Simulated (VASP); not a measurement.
A run of VASP 6.6.1 is set up as follows.

File INCAR:

```
SYSTEM = Cu
PREC = Accurate
ENCUT = 520
EDIFF = 1E-6
ISMEAR = -1
SIGMA = 0.05
LREAL = .FALSE.
LASPH = .TRUE.
NELM = 80
ALGO = Normal
ISIF = 2
LWAVE = .FALSE.
LCHARG = .FALSE.
GGA = CA
NBANDS = 12
```

File KPOINTS:

```
regular mesh
0
G
  13 13 13
  0 0 0
```

File POSCAR:

```
Cu
1.0
   -1.4331098516      1.4331098516      1.3668457257
    1.4331098516     -1.4331098516      1.3668457257
    1.4331098516      1.4331098516     -1.3668457257
Cu
1
Direct
    0.0000000000      0.0000000000      0.0000000000
```

Potentials or basis: VASP PAW LDA potentials, release 64 (Cu).

Run with:

```sh
$ cat potpaw_LDA.64/Cu/POTCAR > POTCAR
$ mpirun -np 1 vasp_std > vasp.out
```

Problem. Predict the pressure.

Solution. -3.8 GPa.

Stress tensor (GPa, compression positive):
```
-3.76  0.00  0.00
 0.00 -3.76  0.00
 0.00  0.00 -3.98
```
